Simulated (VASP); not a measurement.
Here is a VASP 6.6.1 calculation.

INCAR

```
ALGO = Normal
EDIFF = 1E-6
ENCUT = 500
GGA = PS
GGA_COMPAT = False
ISIF = 2
ISMEAR = 0
LASPH = True
LCHARG = False
LREAL = False
LWAVE = False
NBANDS = 14
NELM = 120
PREC = Accurate
SIGMA = 0.02
```

Contents of KPOINTS:

```
k-points
0
Gamma
  12 12 12
```

Contents of POSCAR:

```
NaCl
1.0
    0.0000000000      2.8004825995      2.8004825995
    2.8004825995      0.0000000000      2.8004825995
    2.8004825995      2.8004825995      0.0000000000
Na Cl
1 1
Direct
    0.0000000000      0.0000000000      0.0000000000
    0.5000000000      0.5000000000      0.5000000000
```

Potentials or basis: VASP PAW PBE potentials, release 64 (Na_pv, Cl).

Run with:

```sh
$ cat potpaw_PBE.64/Na_pv/POTCAR potpaw_PBE.64/Cl/POTCAR > POTCAR
$ mpirun -np 1 vasp_std > vasp.out
```

(1) Estimate the band gap on the k mesh.

(2) Estimate the pressure.

Results:

(1) 5.01 eV, direct.

(2) 0.0 GPa.

Caveat: the PAW data sets were made with another functional, which shifts forces and pressure a little.
